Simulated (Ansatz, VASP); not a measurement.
## Two plane-wave programs on InFe2H3

Contents of INCAR:

```
PREC = Accurate
ENCUT = 600
EDIFF = 1E-6
ISMEAR = 0
SIGMA = 0.2
LREAL = False
LASPH = True
NELM = 150
ALGO = Normal
ISIF = 3
LWAVE = False
LCHARG = False
ISPIN = 2
MAGMOM = 0 4 4 0 0 0
LORBIT = 11
LMAXMIX = 4
GGA = PE
IBRION = 2
NSW = 36
EDIFFG = -0.08
```

KPOINTS

```
regular mesh
0
Gamma
  5 5 2
```

File POSCAR:

```
InFe2H3
1.0
    3.5882537500      0.0000000000      0.0000000000
   -1.7941268800      3.1075189100      0.0000000000
    0.0000000000      0.0000000000      7.8997663100
In Fe H
1 2 3
Direct
    0.0000000000      0.0000000000      0.0000000000
    0.0000000000      0.0000000000      0.5000000000
    0.3333333300      0.6666666700      0.0000000000
    0.0000000000      0.0000000000      0.2672192100
    0.0000000000      0.0000000000      0.7327807900
    0.3333333300      0.6666666700      0.5000000000
```

Input for Ansatz:

```yaml
crystal:
  lattice:
    - [3.58825375, 0.0, 0.0]
    - [-1.79412688, 3.10751891, 0.0]
    - [0.0, 0.0, 7.89976631]
  atoms:
    - { symbol: In, position: [0.0, 0.0, 0.0] }
    - { symbol: Fe, position: [0.0, 0.0, 0.5], spin: 4.0 }
    - { symbol: Fe, position: [0.33333333, 0.66666667, 0.0], spin: 4.0 }
    - { symbol: H, position: [0.0, 0.0, 0.26721921] }
    - { symbol: H, position: [0.0, 0.0, 0.73278079] }
    - { symbol: H, position: [0.33333333, 0.66666667, 0.5] }
basis:
  ecutwfc: 420
kpoints:
  mp_grid: { grid: [5, 5, 2] }
hamiltonian:
  xc: pbe
scf:
  occupations: { method: gaussian, width: 0.2 }
  lower_state_search: "off"
output:
  forces: true
  stress: true
  eigenvalues: true
  populations: true
magnetization:
  spin_polarized: true
relax:
  adjacent_minimum: "off"
  f_tol: 0.08
  max_steps: 16
  cell: { stress_tol: 0.8 }
```

Alike in both runs: task relaxation of cell and atoms; functional PBE; k mesh 5 × 5 × 2; occupations gaussian, width 0.2 eV; collinear spin.

|  | VASP | Ansatz |
| --- | --- | --- |
| version | VASP 6.6.1 | Ansatz 0.2.0 |
| potentials or method | VASP PAW PBE potentials, release 64 (In_d, Fe, H), cutoff 600 eV | scalar-relativistic, plane waves, PAW |
| valence electrons in the cell | 32 | 48 |

Ansatz gave:

* gap on the k mesh at the Fermi level, each at its own relaxed structure (eV): none
* net moment per atom (μB): 1.09
* size of the moment on the site where the two differ most (μB): 2.70
* relaxed volume (Å³/atom): 20.19
* relaxed cell length with the largest relative difference (Å): 7.592

Estimate VASP's values.

gap on the k mesh at the Fermi level, each at its own relaxed structure (eV): none; net moment per atom (μB): 1.08; size of the moment on the site where the two differ most (μB): 3.39; relaxed volume (Å³/atom): 19.89; relaxed cell length with the largest relative difference (Å): 7.529.

Site moments also hang on the region over which each program counts them. A gap of «none» marks a metal or a gap that the smearing closes. VASP's potentials hold 32 valence electrons a cell and Ansatz's 48, so a difference there can come from the potentials and not from the codes.

The k mesh is coarse, so the values compare programs but aren't converged. Noted on VASP's run: the volume moved by over 15 % at a fixed basis, so the end points are rough.
